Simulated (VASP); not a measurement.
The system is Eu.

```
CELL_PARAMETERS angstrom
-2.27187 2.27187 2.27187
2.27187 -2.27187 2.27187
2.27187 2.27187 -2.27187
ATOMIC_POSITIONS crystal
Eu 0.00000 0.00000 0.00000
```

This cell differs from its parent crystal: volume scaled by 0.96.

Base run:

- Program: VASP 6.6.1
- Functional: LDA
- Potentials or basis: VASP PAW PBE potentials, release 64 (Eu)
- Cutoff: 520 eV
- k mesh: 8 × 8 × 8
- Occupations: fermi-dirac, width 0.05 eV
- Spin: collinear spin, ferromagnetic start
- Starting moments: [7.0] μB

Its results: pressure -3.7 GPa; net moment 7.22 μB per cell; site moments Eu +6.69 μB.

The run is repeated on the same cell with these changes: functional from LDA to PBEsol; further incar settings from ALGO = Normal; EDIFF = 1e-07; NBANDS = 18 to ALGO = Normal; EDIFF = 1e-06; NBANDS = 18. What comes out?

Pressure -2.6 GPa; net moment 7.33 μB per cell; site moments Eu +6.70 μB.

Caveats: the PAW data sets were made with another functional, which shifts forces and pressure a little.
